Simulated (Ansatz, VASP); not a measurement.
## SiC in VASP and in Ansatz

File POSCAR:

```
SiC
1.0
    3.2192064630      0.0000000000      0.0000000000
    0.0000000000      3.2192064630      0.0000000000
    0.0000000000      0.0000000000      4.0677472970
Si C
2 2
Direct
    0.0000000000      0.5000000000      0.2351000000
    0.5000000000      0.0000000000      0.7649000000
    0.0000000000      0.0000000000      0.0000000000
    0.5000000000      0.5000000000      0.0000000000
```

Contents of INCAR.step1:

```
SYSTEM = SiC
PREC = Accurate
ENCUT = 520
ISMEAR = 0
SIGMA = 0.1
LREAL = .False.
LASPH = .True.
NELM = 150
ISPIN = 2
MAGMOM = 0 0 1 1
NBANDS = 20
GGA = PE
ALGO = Normal
EDIFF = 1E-4
LWAVE = .True.
LCHARG = .False.
```

INCAR.step2

```
SYSTEM = SiC
PREC = Accurate
ENCUT = 520
EDIFF = 1E-7
ISMEAR = 0
SIGMA = 0.1
LREAL = .False.
LASPH = .True.
NELM = 150
ALGO = Normal
ISIF = 2
LWAVE = .False.
LCHARG = .True.
ISPIN = 2
MAGMOM = 0 0 1 1
LORBIT = 11
METAGGA = R2SCAN
LMIXTAU = .True.
LELF = .True.
LVHAR = .True.
NBANDS = 20
ISTART = 1
```

Contents of KPOINTS:

```
Automatic mesh
0
Gamma
  6 6 4
  0 0 0
```

Input for Ansatz:

```yaml
crystal:
  lattice:
    - [3.219206463, 0.0, 0.0]
    - [0.0, 3.219206463, 0.0]
    - [0.0, 0.0, 4.067747297]
  atoms:
    - { symbol: Si, position: [0.0, 0.5, 0.2351] }
    - { symbol: Si, position: [0.5, 0.0, 0.7649] }
    - { symbol: C, position: [0.0, 0.0, 0.0], spin: 1.0 }
    - { symbol: C, position: [0.5, 0.5, 0.0], spin: 1.0 }
basis:
  ecutwfc: 500
kpoints:
  mp_grid: { grid: [6, 6, 4] }
hamiltonian:
  xc: r2scan
scf:
  occupations: { method: gaussian, width: 0.1 }
  lower_state_search: "off"
output:
  forces: true
  stress: true
  eigenvalues: true
  populations: true
magnetization:
  spin_polarized: true
```

Alike in both runs: task single point; functional r2SCAN; k mesh 6 × 6 × 4; occupations gaussian, width 0.1 eV; collinear spin.

|  | VASP | Ansatz |
| --- | --- | --- |
| version | VASP 6.6.1 | Ansatz 0.2.0 |
| potentials or method | VASP PAW PBE potentials, release 64 (Si, C), cutoff 520 eV | scalar-relativistic, plane waves, PAW |
| valence electrons in the cell | 16 | 16 |

|  | VASP | Ansatz | Ansatz less VASP |
| --- | --- | --- | --- |
| gap on the k mesh at the Fermi level (eV) | none | none | - |
| rms of the force components (eV/Å) | 1.140 | 1.134 | -0.0069 |
| net moment per atom (μB) | 0.00 | 0.00 | 0.000 |

VASP's potentials were made for PBE, not for r2SCAN. Atom by atom the forces differ by 0.007 eV/Å (rms over components). A gap of «none» marks a metal or a gap that the smearing closes. Ansatz's warnings: seeded moment not kept, stability check not made.

The k mesh is coarse, so the values compare programs but aren't converged.
